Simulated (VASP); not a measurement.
## BN: single point with r2SCAN

Crystal: BN.

```
B N
1.0
     2.54400    0.00000    0.00000
    -1.27200    2.20317    0.00000
     0.00000    0.00000    4.20774
B N
2 2
Cartesian
  1.2720 0.7344 0.0008
  0.0000 1.4688 2.1047
  1.2720 0.7344 1.5771
  0.0000 1.4688 3.6809
```

| Quantity | Value |
| --- | --- |
| Program | VASP 6.6.1 |
| Task | single point |
| Functional | r2SCAN |
| Potentials or basis | VASP PAW PBE potentials, release 64 (B, N) |
| Cutoff | 520 eV |
| k mesh | 8 × 8 × 5 |
| Occupations | gaussian, width 0.01 eV |
| Spin | no spin polarisation |
| Dipole correction | no |
| Further INCAR settings | ALGO = Normal; EDIFF = 1e-06; NBANDS = 16 |

```
Pressure               : 1.1 GPa
Largest force          : 0.004 eV/Å
Band gap on the k mesh : 6.05 eV, indirect (least direct gap 8.97 eV)
```

Forces on the atoms (eV/Å):
```
B    0.000  0.000  0.004
B    0.000  0.000  0.004
N    0.000  0.000 -0.004
N    0.000  0.000 -0.004
```

Levels at points of the mesh, in eV from the valence-band top:
```csv
k point,band 4,band 5,band 6,band 7,band 8,band 9,band 10,band 11,band 12,band 13
"(0.00, 0.00, 0.00)",-2.21,-2.21,-0.27,0.00,0.00,9.08,9.08,9.31,10.22,11.55
"(0.50, 0.00, 0.00)",-8.16,-7.21,-5.19,-4.53,-2.20,7.30,8.60,11.38,12.23,13.86
```

Run time: 31 s on 1 thread of Intel(R) Xeon(R) Platinum 8488C (Sapphire Rapids), on a shared host, peak memory 0.13 GiB.

Caveat: the PAW data sets were made with another functional, which shifts forces and pressure a little. A k mesh can miss the band edges.
